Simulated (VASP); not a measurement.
# Ge (I4_1/amd) in VASP: notebook

The runs below take Ge through single point, with PBE, r2SCAN.

Everything below comes from runs of VASP 6.6.1. Logs are shortened: lines on timing, memory, paths and dates and some standing lists are left out, and cuts for length are marked.

## Step 1: The cell of the first run

Symmetry: I4_1/amd, No. 141, tetragonal system. The conventional cell has a = 3.851 Å, b = 3.851 Å, c = 5.829 Å, α = 90.00°, β = 90.00°, γ = 90.00°. Ge (site symmetry -4m2) has 4 Ge at 2.42 Å within 3.2 Å.

## Step 2: Single point, PBE (epitaxial xy strain -4.0%)

The input, INCAR:

```
SYSTEM = Ge
  ALGO = Normal
  EDIFF = 1E-6
  ENCUT = 520
  GGA = PE
  ISIF = 2
  ISMEAR = -1
  LASPH = .True.
  LCHARG = .False.
  LREAL = .False.
  LWAVE = .False.
  NBANDS = 21
  NELM = 80
  PREC = Accurate
  SIGMA = 0.02
```

The input, KPOINTS:

```
k-points
0
Gamma
  8 8 8
  0 0 0
```

The input, POSCAR:

```
Ge
1.0
    0.0000000000      2.7233985712      2.9146976301
    2.7233985712      0.0000000000      2.9146976301
    2.7233985712      2.7233985712      0.0000000000
Ge
2
Direct
    0.0000000000      0.0000000000      0.0000000000
    0.2500000000      0.2500000000      0.2500000000
```

Potentials or basis: VASP PAW PBE potentials, release 64 (Ge_d).

On the command line:

```sh
$ cat potpaw_PBE.64/Ge_d/POTCAR > POTCAR
$ mpirun -np 1 vasp_std > vasp.out
```

OUTCAR:

```text
SYSTEM = Ge
   EDIFF = 1E-6
   ENCUT = 520
   GGA = PE
   ISIF = 2
   ISMEAR = -1
   LASPH = .True.
   LREAL = .False.
   NELM = 80
   PREC = Accurate

 ion  position               nearest neighbor table
   1  0.000  0.000  0.000-   2 2.42   2 2.42   2 2.42   2 2.42
   2  0.250  0.250  0.250-   1 2.42   1 2.42   1 2.42   1 2.42

  LATTYP: Found a body centered tetragonal cell.
 ALAT       =     3.8514671951
 C/A-ratio  =     1.5135518401

  Lattice vectors:

 A1 = (  -2.7233985712,   0.0000000000,   2.9146976301)
 A2 = (   2.7233985712,   0.0000000000,   2.9146976301)
 A3 = (   0.0000000000,   2.7233985712,  -2.9146976301)

Analysis of symmetry for initial positions (statically):
=====================================================================
 Subroutine PRICEL returns:
 Original cell was already a primitive cell.

 Routine SETGRP: Setting up the symmetry group for a
 body centered tetragonal supercell.

 Subroutine GETGRP returns: Found 16 space group operations
 (whereof  8 operations were pure point group operations)
 out of a pool of 16 trial point group operations.

The static configuration has the point symmetry D_2d.
 The point group associated with its full space group is D_4h.

Analysis of symmetry for dynamics (positions and initial velocities):
=====================================================================
 Subroutine PRICEL returns:
 Original cell was already a primitive cell.

 Routine SETGRP: Setting up the symmetry group for a
 body centered tetragonal supercell.

 Subroutine GETGRP returns: Found 16 space group operations
 (whereof  8 operations were pure point group operations)
 out of a pool of 16 trial point group operations.

The dynamic configuration has the point symmetry D_2d.
 The point group associated with its full space group is D_4h.

 Subroutine INISYM returns: Found 16 space group operations
 (whereof  8 operations are pure point group operations),
 and found     1 'primitive' translations

----------------------------------------------------------------------------------------

                                     Primitive cell

  volume of cell :      43.2360

  direct lattice vectors                    reciprocal lattice vectors
     0.000000000  2.723398571  2.914697630    -0.183594133  0.183594133  0.171544381
[... 74 lines left out ...]
   NGX,Y,Z   is equivalent  to a cutoff of  12.50, 12.50, 12.95 a.u.
   NGXF,Y,Z  is equivalent  to a cutoff of  25.01, 25.01, 25.90 a.u.
 SYSTEM =  Ge
   PREC   = accura    normal or accurate (medium, high low for compatibility)
   ISTART =      0    job   : 0-new  1-cont  2-samecut
   ICHARG =      2    charge: 1-file 2-atom 10-const
   ISPIN  =      1    spin polarized calculation?
   LNONCOLLINEAR =      F non collinear calculations
   LSORBIT =      F    spin-orbit coupling
   LASPH  =      T    aspherical Exc in radial PAW
   ENCUT  =  520.0 eV  38.22 Ry    6.18 a.u.   7.42  7.42  7.16*2*pi/ulx,y,z
   NELM   =     80;   NELMIN=  2; NELMDL= -5     # of ELM steps
   EDIFF  = 0.1E-05   stopping-criterion for ELM
   LREAL  =      F    real-space projection
   EDIFFG = 0.1E-04   stopping-criterion for IOM
   NSW    =      0    number of steps for IOM
   IBRION =     -1    ionic relax: 0-MD 1-quasi-New 2-CG
   NFREE  =      0    steps in history (QN), initial steepest desc. (CG)
   ISIF   =      2    stress and relaxation
   ISYM   =      2    0-nonsym 1-usesym 2-fastsym
   POTIM  = 0.5000    time-step for ionic-motion
   TEBEG  =    0.0;   TEEND  =   0.0 temperature during run
   PSTRESS=    0.0 pullay stress
   NELECT =      28.0000    total number of electrons
   NUPDOWN=      -1.0000    fix difference up-down
   EMIN   =  10.00;   EMAX   =-10.00  energy-range for DOS
   EFERMI =   0.00;   METHOD = LEGACY
   ISMEAR =    -1;   SIGMA  =   0.02  broadening in eV -4-tet -1-fermi 0-gaus
   EFERMI_NEDOS =   21; number of points for ismear=-14 and -15
   IALGO  =     38    algorithm
   IMIX   =      4    mixing-type and parameters
     AMIX     =   0.40;   BMIX     =  1.00
     AMIX_MAG =   1.60;   BMIX_MAG =  1.00
  volume/ion in A,a.u.               =      21.62       145.89
  Fermi-wavevector in a.u.,A,eV,Ry     =   1.416377  2.676564 27.294972  2.006124
  Thomas-Fermi vector in A             =   2.537718
   LORBIT       =      0    0 simple, 1 ext, 2 COOP (PROOUT), +10 PAW based schemes
   GGA     = PE    functional components
   LHFCALC =     F    Hartree Fock is set to
   AEXX    =    0.0000 exact exchange contribution
   IVDW    =     0    specifies the selected vdW correction
   LEPSILON=     F    determine dielectric tensor
   LRPA    =     F    only Hartree local field effects (RPA)
 non-spin polarized calculation
  energy-cutoff  :      520.00
  volume of cell :       43.24
 maximum number of plane-waves:      1186
 NGX is ok and might be reduce to    30
   NGX = 15   NGY = 15   NGZ = 15

 number of electron      27.9999997 magnetization

 Free energy of the ion-electron system (eV)
  ---------------------------------------------------
  ext. energy  EPLUGINS =         0.00000000
  ---------------------------------------------------
  free energy    TOTEN  =        -8.89635602 eV

  energy without entropy =       -8.89607699  energy(sigma->0) =       -8.89621650

 E-fermi :   5.6599     XC(G=0): -10.1502

 val. band max:        5.6541934878   @ k =   0.0000   0.0000   0.0000
 cond. band min:       5.6865850646   @ k =   0.5000   0.0000   0.0000
 fundamental gap:      0.0323915768
 Fermi energy:         5.6598949636

 k-point     1 :       0.0000    0.0000    0.0000
  band No.  band energies     occupation
      1     -19.4352      2.00000
      2     -19.4352      2.00000
      3     -19.4165      2.00000
      4     -19.3935      2.00000
      5     -19.3850      2.00000
      6     -19.1751      2.00000
[... 565 lines left out ...]
     20      15.1741      0.00000
     21      16.2419      0.00000

 [... further k-points ...]
[... 5 lines left out ...]
  --------------------------------------------------------------------------------------
  -------------------------------------------------------------------------------------
  Total        2.4952109      2.4952109      0.9786690      0.0000000      0.0000000      0.0000000
  in kB       92.4638398     92.4638398     36.2660716      0.0000000      0.0000000      0.0000000
  external PRESSURE =      73.7312504 kB  Pullay stress =       0.0000000 kB

 VOLUME and BASIS-vectors are now :
 -----------------------------------------------------------------------------
  energy-cutoff  :      520.00
  volume of cell :       43.24
      direct lattice vectors                 reciprocal lattice vectors
     0.000000000  2.723398571  2.914697630    -0.183594133  0.183594133  0.171544381
     2.723398571  0.000000000  2.914697630     0.183594133 -0.183594133  0.171544381
     2.723398571  2.723398571  0.000000000     0.183594133  0.183594133 -0.171544381

 POSITION                                       TOTAL-FORCE (eV/Angst)
 -----------------------------------------------------------------------------------
      0.00000      0.00000      0.00000         0.000000      0.000000      0.000000
      1.36170      1.36170      1.45735        -0.000000     -0.000000     -0.000000
 -----------------------------------------------------------------------------------
    total drift:                                0.000000      0.000000      0.000000

  FREE ENERGIE OF THE ION-ELECTRON SYSTEM (eV)
  ---------------------------------------------------
  free  energy   TOTEN  =        -8.8963560164 eV

  energy  without entropy=       -8.8960769873  energy(sigma->0) =       -8.89621650
```

OSZICAR:

```text
N       E                     dE             d eps       ncg     rms          rms(c)
DAV:   1     0.188343942077E+03    0.18834E+03   -0.14576E+04  2805   0.373E+03
DAV:   2     0.179828732703E+02   -0.17036E+03   -0.16500E+03  2483   0.624E+02
DAV:   3    -0.814743613790E+01   -0.26130E+02   -0.25918E+02  2808   0.142E+02
DAV:   4    -0.898553165978E+01   -0.83810E+00   -0.83759E+00  2823   0.298E+01
DAV:   5    -0.899926223207E+01   -0.13731E-01   -0.13730E-01  2813   0.417E+00    0.340E+00
DAV:   6    -0.893007225288E+01    0.69190E-01   -0.24041E-02  2884   0.142E+00    0.201E+00
DAV:   7    -0.889449318641E+01    0.35579E-01   -0.55367E-02  2856   0.203E+00    0.149E-01
DAV:   8    -0.889619922343E+01   -0.17060E-02   -0.60372E-03  2798   0.917E-01    0.472E-02
DAV:   9    -0.889634668690E+01   -0.14746E-03   -0.21892E-04  2887   0.177E-01    0.152E-02
DAV:  10    -0.889635455340E+01   -0.78665E-05   -0.25087E-05  2975   0.656E-02    0.673E-03
DAV:  11    -0.889635584656E+01   -0.12932E-05   -0.41896E-06  2373   0.278E-02    0.190E-03
DAV:  12    -0.889635601642E+01   -0.16985E-06   -0.23285E-07  1792   0.530E-03
   1 F= -.88963560E+01 E0= -.88962165E+01  d E =-.279029E-03
```

stdout:

```text
POSCAR found type information on POSCAR Ge
 POSCAR found :  1 types and       2 ions
 scaLAPACK will be used
 LDA part: xc-table for (Slater+PW92), standard interpolation
 POSCAR, INCAR and KPOINTS ok, starting setup
 FFT: planning ... GRIDC
 FFT: planning ... GRID_SOFT
 FFT: planning ... GRID
 WAVECAR not read
 entering main loop
```

It took 70 s on 1 thread of Intel Xeon 8259CL, shared host; peak memory 0.19 GiB.

Results:

* Free energy: -8.8964 eV
* Pressure: 7.4 GPa
* Band gap on the k mesh: 0.03 eV, indirect (least direct gap 0.22 eV)

Levels at points of the mesh, in eV from the valence-band top:
```tsv
k point	band 10	band 11	band 12	band 13	band 14	band 15	band 16	band 17	band 18	band 19
(0.00, 0.00, 0.00)	-24.78	-13.32	-0.59	0.00	0.00	0.22	2.29	2.29	2.62	6.35
(0.50, 0.00, 0.00)	-24.75	-11.11	-8.01	-2.00	-1.33	0.03	3.47	3.81	7.00	10.44
(0.50, 0.50, 0.00)	-24.73	-9.50	-9.50	-3.09	-3.09	0.89	0.89	9.65	9.65	11.63
(0.50, 0.00, 0.50)	-24.76	-9.14	-9.14	-3.58	-3.58	0.31	0.31	9.42	9.42	11.49
```

Caveat: the cell differs from its parent crystal (epitaxial xy strain -4.0%). A k mesh can miss the band edges.

## Step 3: Single point, r2SCAN (epitaxial xy strain -4.0%)

POSCAR is that of step 2.

The input, INCAR.step1:

```
SYSTEM = Ge
PREC     = Accurate       ! precision mode
ENCUT    = 520            ! plane-wave cutoff, eV
ISMEAR   = -1             ! smearing method
SIGMA    = 0.02           ! smearing width, eV
LREAL    = .FALSE.        ! projectors in reciprocal space
LASPH    = .TRUE.         ! aspherical terms in the spheres
NELM     = 60             ! most SCF steps
NBANDS   = 21             ! bands
GGA      = PE             ! functional
ALGO     = Normal         ! electronic algorithm
EDIFF    = 1E-4           ! SCF threshold, eV
LWAVE    = .TRUE.         ! write WAVECAR
LCHARG   = .FALSE.        ! write CHGCAR
```

The input, INCAR.step2:

```
SYSTEM = Ge
PREC     = Accurate       ! precision mode
ENCUT    = 520            ! plane-wave cutoff, eV
EDIFF    = 1E-6           ! SCF threshold, eV
ISMEAR   = -1             ! smearing method
SIGMA    = 0.02           ! smearing width, eV
LREAL    = .FALSE.        ! projectors in reciprocal space
LASPH    = .TRUE.         ! aspherical terms in the spheres
NELM     = 60             ! most SCF steps
ALGO     = Normal         ! electronic algorithm
ISIF     = 2              ! what is computed and relaxed
LWAVE    = .FALSE.        ! write WAVECAR
LCHARG   = .TRUE.         ! write CHGCAR
METAGGA  = R2SCAN         ! meta-GGA
LMIXTAU  = .TRUE.       
LELF     = .TRUE.         ! ELF
LVHAR    = .TRUE.       
NBANDS   = 21             ! bands
ISTART   = 1
```

The input, KPOINTS:

```
Automatic mesh
0
G
  8 8 8
  0 0 0
```

Potentials or basis: VASP PAW PBE potentials, release 64 (Ge_d).

On the command line:

```sh
$ cat potpaw_PBE.64/Ge_d/POTCAR > POTCAR
$ cp INCAR.step1 INCAR
$ mpirun -np 1 vasp_std > vasp.out
$ cp INCAR.step2 INCAR
$ mpirun -np 1 vasp_std > vasp.out
```

Run time: 4.7 min. Hardware: 1 thread of Intel Xeon 8259CL, shared host; peak memory 0.19 GiB.

Results (log left out):

* Free energy: -27.6638 eV
* Pressure: 4.5 GPa
* Band gap on the k mesh: 0.28 eV, indirect (least direct gap 0.60 eV)

Stress tensor (GPa, compression positive):
```
6.63 0.00 0.00
0.00 6.63 0.00
0.00 0.00 0.14
```

Levels at points of the mesh, in eV from the valence-band top:
| k point | band 11 | band 12 | band 13 | band 14 | band 15 | band 16 | band 17 | band 18 |
| --- | --- | --- | --- | --- | --- | --- | --- | --- |
| (0.00, 0.00, 0.00) | -13.88 | -0.62 | 0.00 | 0.00 | 0.60 | 2.42 | 2.42 | 2.79 |
| (0.50, 0.00, 0.00) | -11.56 | -8.30 | -2.11 | -1.41 | 0.28 | 3.72 | 4.04 | 7.54 |
| (0.50, 0.50, 0.00) | -9.86 | -9.86 | -3.25 | -3.25 | 1.13 | 1.13 | 10.24 | 10.24 |
| (0.50, 0.00, 0.50) | -9.48 | -9.48 | -3.76 | -3.76 | 0.51 | 0.51 | 9.99 | 9.99 |

Caveat: the cell differs from its parent crystal (epitaxial xy strain -4.0%); the PAW data sets were made with another functional, which shifts forces and pressure a little.
